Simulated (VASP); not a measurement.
Write the native input for VASP 6.6.1 that does the following.

* Task: single point
* Functional: PBEsol
* Potentials or basis: VASP PAW PBE potentials, release 64 (Au)
* Cutoff: 520 eV
* k mesh: 20 × 20 × 20
* Occupations: gaussian, width 0.15 eV
* Spin: no spin polarisation
* Dipole correction: no
* Further INCAR settings: ALGO = Fast; EDIFF = 1e-06; NBANDS = 12

The structure of Au lies in POSCAR:

```
Au
1.0
    0.0000000000      1.8818600000      1.8818600000
    1.8818600000      0.0000000000      1.8818600000
    1.8818600000      1.8818600000      0.0000000000
Au
1
Direct
    0.0000000000      0.0000000000      0.0000000000
```

This cell differs from its parent crystal: strain -0.080 along x and y, -0.080 along z.

These files were run (other wordings do the same):

INCAR

```
SYSTEM = Au
ALGO = Fast ; EDIFF = 1E-6
ENCUT = 520 ; GGA = PS
ISIF = 2 ; ISMEAR = 0
LASPH = .TRUE. ; LCHARG = .FALSE.
LREAL = .FALSE. ; LWAVE = .FALSE.
NBANDS = 12 ; NELM = 80
PREC = Accurate ; SIGMA = 0.15
```

KPOINTS

```
k-points
0
G
  20 20 20
  0 0 0
```

Potentials or basis: VASP PAW PBE potentials, release 64 (Au).

Launch:

```console
$ cat potpaw_PBE.64/Au/POTCAR > POTCAR
$ mpirun -np 1 vasp_std > vasp.out
```

Results of the run:

| Item | Value |
| --- | --- |
| Pressure | 85.0 GPa |

Caveat: the cell differs from its parent crystal (strain -0.080 along x and y, -0.080 along z); the PAW data sets were made with another functional, which shifts forces and pressure a little.

It took 17 s on 1 thread of Intel(R) Xeon(R) 6975P-C (Granite Rapids) (shared host), peak memory 0.15 GiB.
